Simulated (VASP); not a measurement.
A run of VASP 6.6.1:

INCAR

```
SYSTEM = Mn
PREC     = Accurate       ! precision mode
ENCUT    = 520            ! plane-wave cutoff, eV
EDIFF    = 1E-7           ! SCF threshold, eV
ISMEAR   = 0              ! smearing method
SIGMA    = 0.15           ! smearing width, eV
LREAL    = .FALSE.        ! projectors in reciprocal space
LASPH    = .TRUE.         ! aspherical terms in the spheres
NELM     = 80             ! most SCF steps
ALGO     = Fast           ! electronic algorithm
ISIF     = 2              ! what is computed and relaxed
LWAVE    = .FALSE.        ! write WAVECAR
LCHARG   = .TRUE.         ! write CHGCAR
GGA      = PS             ! functional
LELF     = .TRUE.         ! ELF
LVHAR    = .TRUE.       
NBANDS   = 20             ! bands
```

KPOINTS

```
regular mesh
0
G
  21 21 12
  0 0 0
```

Contents of POSCAR:

```
Mn
1.0
    2.4091363974      0.0000000000      0.0000000000
   -1.2045681987      2.0863733214      0.0000000000
    0.0000000000      0.0000000000      4.1469808500
Mn
2
Direct
    0.6666666667      0.3333333333      0.7500000000
    0.3333333333      0.6666666667      0.2500000000
```

Potentials or basis: VASP PAW PBE potentials, release 64 (Mn_pv).

Launch:

```bash
$ cat potpaw_PBE.64/Mn_pv/POTCAR > POTCAR
$ mpirun -np 1 vasp_std > vasp.out
```

Hardware: 1 thread of Intel(R) Xeon(R) Platinum 8375C CPU @ 2.90GHz (Ice Lake), with other jobs on the host.

**Question.** Estimate the wall time of this run.

**Answer.** It took 110 s on 1 thread of Intel(R) Xeon(R) Platinum 8375C CPU @ 2.90GHz (Ice Lake), on a shared host, peak memory 0.22 GiB. Counts: scf iterations 15, k points 336.
